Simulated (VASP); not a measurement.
The system is WC.

```
W C
1.0
     2.90050    0.00000    0.00000
    -1.45025    2.51191    0.00000
     0.00000    0.00000    2.82900
W C
1 1
Direct
  0.00000 0.00000 0.00000
  0.66667 0.33333 0.50000
```

Base run:

- Program: VASP 6.6.1
- Functional: PBE
- Potentials or basis: VASP PAW PBE potentials, release 64 (W_sv, C)
- Cutoff: 520 eV
- k mesh: 10 × 10 × 9
- Occupations: fermi-dirac, width 0.05 eV
- Spin: no spin polarisation

Its results: band gap on the k mesh zero (bands 9 and 10 overlap by 1.20 eV); pressure 9.6 GPa.

Task: The run is repeated on the same cell with these changes: k mesh from 10 × 10 × 9 to 4 × 4 × 4. What comes out?

Result: Band gap on the k mesh zero (bands 9 and 10 overlap by 1.22 eV); pressure 10.3 GPa.

Caveats: some runs use coarse meshes; spin-orbit coupling is left out, which moves the levels of the heavy elements; the cell stands under pressure (at least some runs).
